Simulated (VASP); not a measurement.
Set up this calculation in VASP 6.6.1, as the native input.

| Quantity | Value |
| --- | --- |
| Task | single point |
| Functional | revPBE |
| Potentials or basis | VASP PAW PBE potentials, release 64 (Mo_sv) |
| Cutoff | 520 eV |
| k mesh | 14 × 14 × 14 |
| Occupations | fermi-dirac, width 0.1 eV |
| Spin | no spin polarisation |
| Dipole correction | no |
| Further INCAR settings | ALGO = Normal; EDIFF = 1e-07; NBANDS = 13 |

The structure of Mo lies in POSCAR:

```
Mo
1.0
   -1.5864531609      1.5864531609      1.5864531609
    1.5864531609     -1.5864531609      1.5864531609
    1.5864531609      1.5864531609     -1.5864531609
Mo
1
Direct
    0.0000000000      0.0000000000      0.0000000000
```

The input as run:

INCAR

```
SYSTEM = Mo
ALGO = Normal
EDIFF = 1E-7
ENCUT = 520
GGA = RE
ISIF = 2
ISMEAR = -1
LASPH = .True.
LCHARG = .True.
LELF = .True.
LREAL = .False.
LVHAR = .True.
LWAVE = .False.
NBANDS = 13
NELM = 100
PREC = Accurate
SIGMA = 0.1
```

KPOINTS

```
k-points
0
Gamma
  14 14 14
  0 0 0
```

Potentials or basis: VASP PAW PBE potentials, release 64 (Mo_sv).

The run is started by

```console
$ cat potpaw_PBE.64/Mo_sv/POTCAR > POTCAR
$ mpirun -np 1 vasp_std > vasp.out
```

Results of the run:

* Pressure: 0.5 GPa
* Band gap on the k mesh: zero (band 7 reaches 16.14 eV, above the bottom of band 8 at 10.97 eV)

Caveat: the PAW data sets were made with another functional, which shifts forces and pressure a little.

Wall time 20 s on 1 thread of Intel(R) Xeon(R) Platinum 8259CL CPU @ 2.50GHz (Skylake/Cascade Lake) (shared host), peak memory 0.14 GiB.
